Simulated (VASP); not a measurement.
# TiC (rocksalt type) (Fm-3m) in VASP: further runs

Runs on TiC (rocksalt type). Level: PBE. Tasks: single point.

Everything below comes from runs of VASP 6.6.1. Logs are shortened: lines on timing, memory, paths and dates and some standing lists are left out, and cuts for length are marked.

## (1) The cell of the first run

Symmetry: Fm-3m, No. 225, cubic system. The conventional cell has a = 4.022 Å, b = 4.022 Å, c = 4.022 Å, α = 90.00°, β = 90.00°, γ = 90.00°. Within 2.7 Å of Ti (site symmetry m-3m) lie 6 C at 2.01 Å. Within 2.7 Å of C (site symmetry m-3m) lie 6 Ti at 2.01 Å.

## (2) Single point, PBE (volume scaled by 0.8)

Contents of INCAR:

```
SYSTEM = TiC
PREC = Accurate ; ENCUT = 520
EDIFF = 1E-6 ; ISMEAR = -1
SIGMA = 0.05 ; LREAL = .False.
LASPH = .True. ; NELM = 100
ALGO = Normal ; ISIF = 2
LWAVE = .False. ; LCHARG = .True.
GGA = PE ; LELF = .True.
LVHAR = .True. ; NBANDS = 15
```

Contents of KPOINTS:

```
Automatic mesh
0
Gamma
  15 15 15
  0 0 0
```

Contents of POSCAR:

```
TiC
1.0
    0.0000000000      2.0110452435      2.0110452435
    2.0110452435      0.0000000000      2.0110452435
    2.0110452435      2.0110452435      0.0000000000
Ti C
1 1
Direct
    0.0000000000      0.0000000000      0.0000000000
    0.5000000000      0.5000000000      0.5000000000
```

Potentials or basis: VASP PAW PBE potentials, release 64 (Ti_sv, C).

On the command line:

```
cat potpaw_PBE.64/Ti_sv/POTCAR potpaw_PBE.64/C/POTCAR > POTCAR
mpirun -np 1 vasp_std > vasp.out
```

OUTCAR:

```text
SYSTEM = TiC
   PREC = Accurate
   ENCUT = 520
   EDIFF = 1E-6
   ISMEAR = -1
   LREAL = .False.
   LASPH = .True.
   NELM = 100
   ISIF = 2
   GGA = PE

 ion  position               nearest neighbor table
   1  0.000  0.000  0.000-   2 2.01   2 2.01   2 2.01   2 2.01   2 2.01   2 2.01
   2  0.500  0.500  0.500-   1 2.01   1 2.01   1 2.01   1 2.01   1 2.01   1 2.01

  LATTYP: Found a face centered cubic cell.
 ALAT       =     4.0220904870

  Lattice vectors:

 A1 = (   0.0000000000,   2.0110452435,   2.0110452435)
 A2 = (   2.0110452435,   0.0000000000,   2.0110452435)
 A3 = (   2.0110452435,   2.0110452435,   0.0000000000)

Analysis of symmetry for initial positions (statically):
=====================================================================
 Subroutine PRICEL returns:
 Original cell was already a primitive cell.

 Routine SETGRP: Setting up the symmetry group for a
 face centered cubic supercell.

 Subroutine GETGRP returns: Found 48 space group operations
 (whereof 48 operations were pure point group operations)
 out of a pool of 48 trial point group operations.

The static configuration has the point symmetry O_h .

Analysis of symmetry for dynamics (positions and initial velocities):
=====================================================================
 Subroutine PRICEL returns:
 Original cell was already a primitive cell.

 Routine SETGRP: Setting up the symmetry group for a
 face centered cubic supercell.

 Subroutine GETGRP returns: Found 48 space group operations
 (whereof 48 operations were pure point group operations)
 out of a pool of 48 trial point group operations.

The dynamic configuration has the point symmetry O_h .

 Subroutine INISYM returns: Found 48 space group operations
 (whereof 48 operations are pure point group operations),
 and found     1 'primitive' translations

----------------------------------------------------------------------------------------

                                     Primitive cell

  volume of cell :      16.2666

  direct lattice vectors                    reciprocal lattice vectors
     0.000000000  2.011045243  2.011045243    -0.248626928  0.248626928  0.248626928
     2.011045243  0.000000000  2.011045243     0.248626928 -0.248626928  0.248626928
     2.011045243  2.011045243  0.000000000     0.248626928  0.248626928 -0.248626928

  length of vectors
     2.844047458  2.844047458  2.844047458     0.430634471  0.430634471  0.430634471

  position of ions in fractional coordinates (direct lattice)
     0.000000000  0.000000000  0.000000000
     0.500000000  0.500000000  0.500000000

  ion indices of the primitive-cell ions
   primitive index   ion index
                 1           1
                 2           2

----------------------------------------------------------------------------------------

 KPOINTS: Automatic mesh

Automatic generation of k-mesh.
 Grid dimensions read from file:
 generate k-points for:   15   15   15

 Generating k-lattice:

  Cartesian coordinates                     Fractional coordinates (reciprocal lattice)
    -0.016575129  0.016575129  0.016575129     0.066666667  0.000000000  0.000000000
     0.016575129 -0.016575129  0.016575129     0.000000000  0.066666667  0.000000000
     0.016575129  0.016575129 -0.016575129     0.000000000  0.000000000  0.066666667

  Length of vectors
     0.028708965  0.028708965  0.028708965

  Shift w.r.t. Gamma in fractional coordinates (k-lattice)
     0.000000000  0.000000000  0.000000000

 Subroutine IBZKPT returns following result:
 ===========================================

 Found    120 irreducible k-points:

 Following reciprocal coordinates:
            Coordinates               Weight
  0.000000  0.000000  0.000000      1.000000
  0.066667  0.000000  0.000000      8.000000
  0.133333  0.000000  0.000000      8.000000
  0.200000  0.000000  0.000000      8.000000
  0.266667  0.000000  0.000000      8.000000
  0.333333  0.000000  0.000000      8.000000
[... 16 lines left out ...]
  0.133333  0.133333  0.000000      6.000000
  0.200000  0.133333  0.000000     24.000000
 [... further k-points ...]
   k-points           NKPTS =    120   k-points in BZ     NKDIM =    120   number of bands    NBANDS=     15
   number of dos      NEDOS =    301   number of ions     NIONS =      2
   total plane-waves  NPLWV =  13824
   dimension x,y,z NGX =    24 NGY =   24 NGZ =   24
   dimension x,y,z NGXF=    48 NGYF=   48 NGZF=   48
   ions per type =               1   1
   NGX,Y,Z   is equivalent  to a cutoff of  14.03, 14.03, 14.03 a.u.
   NGXF,Y,Z  is equivalent  to a cutoff of  28.06, 28.06, 28.06 a.u.
 SYSTEM =  TiC
   PREC   = accura    normal or accurate (medium, high low for compatibility)
   ISTART =      0    job   : 0-new  1-cont  2-samecut
   ICHARG =      2    charge: 1-file 2-atom 10-const
   ISPIN  =      1    spin polarized calculation?
   LNONCOLLINEAR =      F non collinear calculations
   LSORBIT =      F    spin-orbit coupling
   LASPH  =      T    aspherical Exc in radial PAW
   ENCUT  =  520.0 eV  38.22 Ry    6.18 a.u.   5.29  5.29  5.29*2*pi/ulx,y,z
   NELM   =    100;   NELMIN=  2; NELMDL= -5     # of ELM steps
   EDIFF  = 0.1E-05   stopping-criterion for ELM
   LREAL  =      F    real-space projection
   EDIFFG = 0.1E-04   stopping-criterion for IOM
   NSW    =      0    number of steps for IOM
   IBRION =     -1    ionic relax: 0-MD 1-quasi-New 2-CG
   NFREE  =      0    steps in history (QN), initial steepest desc. (CG)
   ISIF   =      2    stress and relaxation
   ISYM   =      2    0-nonsym 1-usesym 2-fastsym
   POTIM  = 0.5000    time-step for ionic-motion
   TEBEG  =    0.0;   TEEND  =   0.0 temperature during run
   PSTRESS=    0.0 pullay stress
   NELECT =      16.0000    total number of electrons
   NUPDOWN=      -1.0000    fix difference up-down
   EMIN   =  10.00;   EMAX   =-10.00  energy-range for DOS
   EFERMI =   0.00;   METHOD = LEGACY
   ISMEAR =    -1;   SIGMA  =   0.05  broadening in eV -4-tet -1-fermi 0-gaus
   EFERMI_NEDOS =   21; number of points for ismear=-14 and -15
   IALGO  =     38    algorithm
   IMIX   =      4    mixing-type and parameters
     AMIX     =   0.40;   BMIX     =  1.00
     AMIX_MAG =   1.60;   BMIX_MAG =  1.00
  volume/ion in A,a.u.               =       8.13        54.89
  Fermi-wavevector in a.u.,A,eV,Ry     =   1.628107  3.076676 36.065411  2.650733
  Thomas-Fermi vector in A             =   2.720792
   LORBIT       =      0    0 simple, 1 ext, 2 COOP (PROOUT), +10 PAW based schemes
   GGA     = PE    functional components
   LHFCALC =     F    Hartree Fock is set to
   AEXX    =    0.0000 exact exchange contribution
   IVDW    =     0    specifies the selected vdW correction
   LEPSILON=     F    determine dielectric tensor
   LRPA    =     F    only Hartree local field effects (RPA)
 non-spin polarized calculation
  energy-cutoff  :      520.00
  volume of cell :       16.27
 maximum number of plane-waves:       450
 NGX is ok and might be reduce to    24
   NGX = 11   NGY = 11   NGZ = 11

 number of electron      16.0000000 magnetization

 Free energy of the ion-electron system (eV)
  ---------------------------------------------------
  ext. energy  EPLUGINS =         0.00000000
  ---------------------------------------------------
  free energy    TOTEN  =       -17.78640800 eV

  energy without entropy =      -17.78419984  energy(sigma->0) =      -17.78530392

 E-fermi :  12.2567     XC(G=0): -13.8907

 val. band max:       12.2400781908   @ k =   0.4000   0.4000   0.0000
 cond. band min:      12.2589620386   @ k =   0.0667   0.0667   0.0000
 fundamental gap:      0.0188838478
 Fermi energy:        12.2567495943

 k-point     1 :       0.0000    0.0000    0.0000
  band No.  band energies     occupation
      1     -43.7302      2.00000
      2     -19.5587      2.00000
      3     -19.5587      2.00000
      4     -19.5587      2.00000
      5      -1.1407      2.00000
      6      12.9713      0.00000
      7      12.9713      0.00000
      8      12.9713      0.00000
      9      14.2244      0.00000
     10      14.2244      0.00000
     11      14.2244      0.00000
     12      14.4466      0.00000
     13      14.4466      0.00000
     14      26.3047      0.00000
     15      27.1600      0.00000

 k-point     2 :       0.0667    0.0000    0.0000
  band No.  band energies     occupation
      1     -43.7220      2.00000
      2     -19.6098      2.00000
      3     -19.5628      2.00000
      4     -19.5628      2.00000
      5      -1.0055      2.00000
      6      12.3728      0.17880
      7      12.6930      0.00033
      8      12.6930      0.00033
      9      13.4397      0.00000
     10      13.4397      0.00000
     11      14.5913      0.00000
     12      15.7123      0.00000
     13      15.7123      0.00000
     14      26.4610      0.00000
     15      27.3284      0.00000

 k-point     3 :       0.1333    0.0000    0.0000
  band No.  band energies     occupation
      1     -43.6988      2.00000
      2     -19.7523      2.00000
      3     -19.5744      2.00000
      4     -19.5744      2.00000
      5      -0.6125      2.00000
      6      11.2588      2.00000
      7      11.6727      1.99998
      8      11.6727      1.99998
      9      13.5905      0.00000
     10      13.5905      0.00000
     11      15.0919      0.00000
     12      17.1711      0.00000
     13      17.1711      0.00000
     14      26.7480      0.00000
     15      27.7503      0.00000

 k-point     4 :       0.2000    0.0000    0.0000
  band No.  band energies     occupation
      1     -43.6643      2.00000
      2     -19.9572      2.00000
      3     -19.5914      2.00000
      4     -19.5914      2.00000
      5       0.0016      2.00000
      6      10.0096      2.00000
      7      10.6800      2.00000
      8      10.6800      2.00000
      9      14.0337      0.00000
     10      14.0337      0.00000
     11      15.5335      0.00000
     12      18.6361      0.00000
     13      18.6361      0.00000
     14      26.5222      0.00000
     15      28.5001      0.00000
[... 307 lines left out ...]
 k-point    22 :      -0.0667    0.0667    0.0000
  band No.  band energies     occupation
      1     -43.7088      2.00000
      2     -19.6793      2.00000
      3     -19.5908      2.00000
      4     -19.5601      2.00000
      5      -0.7859      2.00000
      6      11.8018      1.99978
      7      11.9943      1.98955
      8      12.0039      1.98735
      9      13.1409      0.00000
     10      13.9718      0.00000
     11      15.0378      0.00000
     12      15.9358      0.00000
     13      17.0633      0.00000
     14      26.6947      0.00000
     15      27.5597      0.00000

 k-point    23 :       0.1333    0.1333    0.0000
  band No.  band energies     occupation
      1     -43.6883      2.00000
      2     -19.7366      2.00000
      3     -19.6192      2.00000
      4     -19.6192      2.00000
      5      -0.4650      2.00000
      6      10.3743      2.00000
      7      12.1197      1.87881
      8      12.1197      1.87881
      9      12.3036      0.56311
     10      14.6581      0.00000
     11      15.7414      0.00000
     12      15.7414      0.00000
     13      18.2498      0.00000
     14      27.1570      0.00000
     15      27.9716      0.00000

 k-point    24 :       0.2000    0.1333    0.0000
  band No.  band energies     occupation
      1     -43.6626      2.00000
      2     -19.8687      2.00000
      3     -19.6482      2.00000
      4     -19.6359      2.00000
      5      -0.0494      2.00000
      6       9.5077      2.00000
      7      11.2848      2.00000
      8      11.6911      1.99998
      9      12.6285      0.00118
     10      14.7189      0.00000
     11      16.1692      0.00000
     12      16.6614      0.00000
     13      19.2173      0.00000
     14      27.4963      0.00000
     15      28.3035      0.00000

 [... further k-points ...]

------------------------ aborting loop because EDIFF is reached ----------------------------------------

  FORCE on cell =-STRESS in cart. coord.  units (eV):
  Direction    XX          YY          ZZ          XY          YZ          ZX
  --------------------------------------------------------------------------------------
  -------------------------------------------------------------------------------------
  Total        8.8283134      8.8283134      8.8283134      0.0000000      0.0000000      0.0000000
  in kB      869.5464859    869.5464859    869.5464859      0.0000000      0.0000000      0.0000000
  external PRESSURE =     869.5464859 kB  Pullay stress =       0.0000000 kB

 VOLUME and BASIS-vectors are now :
 -----------------------------------------------------------------------------
  energy-cutoff  :      520.00
  volume of cell :       16.27
      direct lattice vectors                 reciprocal lattice vectors
     0.000000000  2.011045243  2.011045243    -0.248626928  0.248626928  0.248626928
     2.011045243  0.000000000  2.011045243     0.248626928 -0.248626928  0.248626928
     2.011045243  2.011045243  0.000000000     0.248626928  0.248626928 -0.248626928

 POSITION                                       TOTAL-FORCE (eV/Angst)
 -----------------------------------------------------------------------------------
      0.00000      0.00000      0.00000         0.000000     -0.000000      0.000000
      2.01105      2.01105      2.01105        -0.000000      0.000000     -0.000000
 -----------------------------------------------------------------------------------
    total drift:                                0.000000     -0.000000     -0.000000

  FREE ENERGIE OF THE ION-ELECTRON SYSTEM (eV)
  ---------------------------------------------------
  free  energy   TOTEN  =       -17.7864080029 eV

  energy  without entropy=      -17.7841998438  energy(sigma->0) =      -17.78530392
```

It took 44 s on 1 thread of AMD EPYC 7R43 (Zen 3), shared host; peak memory 0.12 GiB.

Results:

```yaml
Free_energy: -17.7864 eV
Pressure: 87.0 GPa
Band_gap_on_the_k_mesh: zero (band 8 reaches 12.97 eV, above the bottom of band 9 at 11.81 eV)
```

Levels at points of the mesh, in eV from the Fermi level:
```
           k point  band 4  band 5  band 6  band 7  band 8  band 9  band 10  band 11  band 12  band 13
(0.00, 0.00, 0.00)  -31.82  -13.40    0.71    0.71    0.71    1.97     1.97     1.97     2.19     2.19
```

## (3) Single point, PBE (volume scaled by 0.94)

Contents of INCAR:

```
SYSTEM = TiC
PREC = Accurate ; ENCUT = 520
EDIFF = 1E-6 ; ISMEAR = -1
SIGMA = 0.05 ; LREAL = .FALSE.
LASPH = .TRUE. ; NELM = 60
ALGO = Normal ; ISIF = 2
LWAVE = .FALSE. ; LCHARG = .FALSE.
GGA = PE ; NBANDS = 15
```

Contents of KPOINTS:

```
regular mesh
0
G
  15 15 15
  0 0 0
```

Contents of POSCAR:

```
TiC
1.0
    0.0000000000      2.1221095353      2.1221095353
    2.1221095353      0.0000000000      2.1221095353
    2.1221095353      2.1221095353      0.0000000000
Ti C
1 1
Direct
    0.0000000000      0.0000000000      0.0000000000
    0.5000000000      0.5000000000      0.5000000000
```

Potentials or basis: VASP PAW PBE potentials, release 64 (Ti_sv, C).

On the command line:

```
cat potpaw_PBE.64/Ti_sv/POTCAR potpaw_PBE.64/C/POTCAR > POTCAR
mpirun -np 1 vasp_std > vasp.out
```

It took 79 s on 1 thread of AMD EPYC 7R43 (Zen 3), shared host; peak memory 0.12 GiB.

The run converged. Its results:

| Quantity | Value |
| --- | --- |
| Free energy | -18.6441 eV |
| Pressure | 17.8 GPa |
| Band gap on the k mesh | zero (band 8 reaches 10.86 eV, above the bottom of band 9 at 9.73 eV) |

Levels at points of the mesh, in eV from the Fermi level:
| k point | band 6 | band 7 | band 8 | band 9 | band 10 | band 11 |
| --- | --- | --- | --- | --- | --- | --- |
| (0.00, 0.00, 0.00) | 0.72 | 0.72 | 0.72 | 1.76 | 1.76 | 1.76 |
